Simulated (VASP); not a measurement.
The system is PPt.

```
Pt P
1.0
     3.58556    0.00000    0.00000
    -1.79278    3.10519    0.00000
     0.00000    0.00000    6.61722
Pt P
2 2
Direct
  0.66667 0.33333 0.98950
  0.33333 0.66667 0.48950
  0.66667 0.33333 0.63570
  0.33333 0.66667 0.13570
```

Base run:

| Quantity | Value |
| --- | --- |
| Program | VASP 6.6.1 |
| Functional | PBEsol |
| Potentials or basis | VASP PAW PBE potentials, release 64 (Pt, P) |
| Cutoff | 520 eV |
| k mesh | 10 × 10 × 6 |
| Occupations | tetrahedron |
| Spin | no spin polarisation |

Its results: band gap on the k mesh zero (bands 15 and 16 overlap by 3.91 eV); pressure 0.5 GPa; largest force 0.098 eV/Å.

**Question.** The run is repeated on the same cell with these changes: occupations from tetrahedron to gaussian, width 0.05 eV. What comes out?

**Answer.** Band gap on the k mesh zero (bands 15 and 16 overlap by 3.91 eV); pressure 0.0 GPa; largest force 0.009 eV/Å.

Caveats: the PAW data sets were made with another functional, which shifts forces and pressure a little; spin-orbit coupling is left out, which moves the levels of the heavy elements; tetrahedron occupations give inexact forces and stress in metals (at least some runs).
